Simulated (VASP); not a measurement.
Runs of VASP 6.6.1 on Ga. The structure is that of space group I4/mmm (No. 139), or close to it. The cells are those of the table. 

```csv
task,cell,cutoff (eV),gap on the mesh (eV),pressure (GPa)
electric field gradients,"a = 2.985 Å, angles 123.9, 123.9, 83.4°, 1 atom",520,none,(a)
single point,"a = 2.960 Å, angles 123.9, 123.9, 83.4°, 1 atom",520,none,6.3
electric field gradients,"a = 3.010 Å, angles 123.9, 123.9, 83.4°, 1 atom",520,none,2.8
single point,"a = 2.935 Å, angles 123.9, 123.9, 83.4°, 1 atom",520,none,8.4
single point,"a = 3.010 Å, angles 123.9, 123.9, 83.4°, 1 atom",520,none,2.7
single point,"a = 3.044 Å, angles 123.9, 123.9, 83.4°, 1 atom",500,none,(b)
electric field gradients,"a = 2.924 Å, angles 123.9, 123.9, 83.4°, 1 atom",400,none,8.9
```

Alike in all rows: level PBE; potentials or basis VASP PAW PBE potentials, release 64 (Ga_d); no spin polarisation; k mesh 14 × 14 × 16; smearing fermi-dirac 0.05 eV.

Fill in the values left out.

(a) 4.4; (b) 0.8.

Caveats: the cell stands under pressure (at least some runs).

A k mesh can miss the band edges, and the runs leave out spin-orbit coupling on Ga.

A gap of «none» marks levels without a gap at the run's occupations.
